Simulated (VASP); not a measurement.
# CsPbCl3: single point with BLYP

CsPbCl3:

```
Pb Cs Cl
1.0
     5.60500    0.00000    0.00000
     0.00000    5.60500    0.00000
     0.00000    0.00000    5.60500
Pb Cs Cl
1 1 3
Direct
  0.50000 0.50000 0.50000
  0.00000 0.00000 0.00000
  0.50000 0.00000 0.50000
  0.00000 0.50000 0.50000
  0.50000 0.50000 0.00000
```

```json
{"Program": "VASP 6.6.1", "Task": "single point", "Functional": "BLYP", "Potentials or basis": "VASP PAW PBE potentials, release 64 (Pb_d, Cs_sv, Cl)", "Cutoff": "520 eV", "k mesh": "5 × 5 × 5", "Occupations": "fermi-dirac, width 0.05 eV", "Spin": "no spin polarisation", "Dipole correction": "no", "Further INCAR settings": "ALGO = Normal; EDIFF = 1e-06; NBANDS = 30"}
```

| Property | Result |
| --- | --- |
| Pressure | 3.2 GPa |
| Band gap on the k mesh | 3.01 eV |

Levels at points of the mesh, in eV from the valence-band top:
```csv
k point,band 19,band 20,band 21,band 22,band 23,band 24,band 25,band 26
"(0.00, 0.00, 0.00)",-2.03,-1.91,-1.91,-1.91,3.97,4.89,4.89,5.83
```

Wall time 45 s on 1 thread of Intel(R) Xeon(R) Platinum 8559C (Emerald Rapids), on a shared host, peak memory 0.27 GiB.

Caveat: the cell stands under pressure; the PAW data sets were made with another functional, which shifts forces and pressure a little; spin-orbit coupling is left out, which moves the levels of the heavy elements; an odd mesh through Γ misses points on the zone boundary, where band edges can lie.
